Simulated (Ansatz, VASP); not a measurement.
## One calculation of WS2, two programs

Contents of INCAR:

```
SYSTEM = WS2
ALGO = Normal
DIPOL = 0.5 0.5 0.391
EDIFF = 1E-7
ENCUT = 520
GGA = PE
IDIPOL = 3
ISIF = 2
ISMEAR = 0
IVDW = 12
LASPH = .TRUE.
LCHARG = .TRUE.
LDIPOL = .TRUE.
LELF = .TRUE.
LREAL = .FALSE.
LVACPOTAV = .TRUE.
LVHAR = .TRUE.
LWAVE = .FALSE.
NBANDS = 35
NELM = 100
PREC = Accurate
SIGMA = 0.05
```

The input KPOINTS:

```
k-points
0
G
  9 9 1
  0 0 0
```

File POSCAR:

```
WS2
1.0
    3.1597776611      0.0000000000      0.0000000000
   -1.5798888306      2.7364477249      0.0000000000
    0.0000000000      0.0000000000     23.8035416591
S W
4 2
Direct
    0.3333333333      0.6666666667      0.1890474982
    0.3333333333      0.6666666667      0.3214551405
    0.6666666667      1.3333333333      0.4596698670
    0.6666666667      1.3333333333      0.5920775093
    0.6666666667      0.3333333333      0.2552505077
    1.0000000000      1.0000000000      0.5258728765
```

Input for Ansatz:

```yaml
crystal:
  lattice:
    - [3.1597776972, 0.0, 0.0]
    - [-1.5798888486, 2.7364477561, 0.0]
    - [0.0, 0.0, 23.803541785]
  atoms:
    - { symbol: S, position: [0.3333333333, 0.6666666667, 0.1890474972] }
    - { symbol: W, position: [0.6666666667, 0.3333333333, 0.2552505082] }
    - { symbol: S, position: [0.3333333333, 0.6666666667, 0.3214551415] }
    - { symbol: S, position: [0.6666666667, 1.3333333333, 0.4596698673] }
    - { symbol: W, position: [1.0, 1.0, 0.5258728782] }
    - { symbol: S, position: [0.6666666667, 1.3333333333, 0.5920775115] }
basis:
  ecutwfc: 420
kpoints:
  mp_grid: { grid: [9, 9, 1] }
hamiltonian:
  xc: pbe
  dispersion: d3bj
scf:
  occupations: { method: gaussian, width: 0.05 }
output:
  forces: true
  eigenvalues: true
efield:
  axis: 3
  dipole_correction: true
  ramp_width: 0.04
```

Alike in both runs: task single point; functional PBE; dispersion D3(BJ); k mesh 9 × 9 × 1; occupations gaussian, width 0.05 eV; no spin polarisation.

|  | VASP | Ansatz |
| --- | --- | --- |
| version | VASP 6.6.1 | Ansatz 0.2.0 |
| potentials or method | VASP PAW PBE potentials, release 64 (S, W_sv), cutoff 520 eV | scalar-relativistic, plane waves, PAW |
| valence electrons in the cell | 52 | 52 |

|  | VASP | Ansatz | Ansatz less VASP |
| --- | --- | --- | --- |
| gap on the k mesh at the Fermi level (eV) | 1.68 | 1.66 | -0.016 |
| least direct gap on the mesh (eV) | 1.89 | 1.88 | -0.003 |
| rms of the force components (eV/Å) | 0.025 | 0.024 | -0.0004 |

Neither program's run includes spin-orbit coupling.
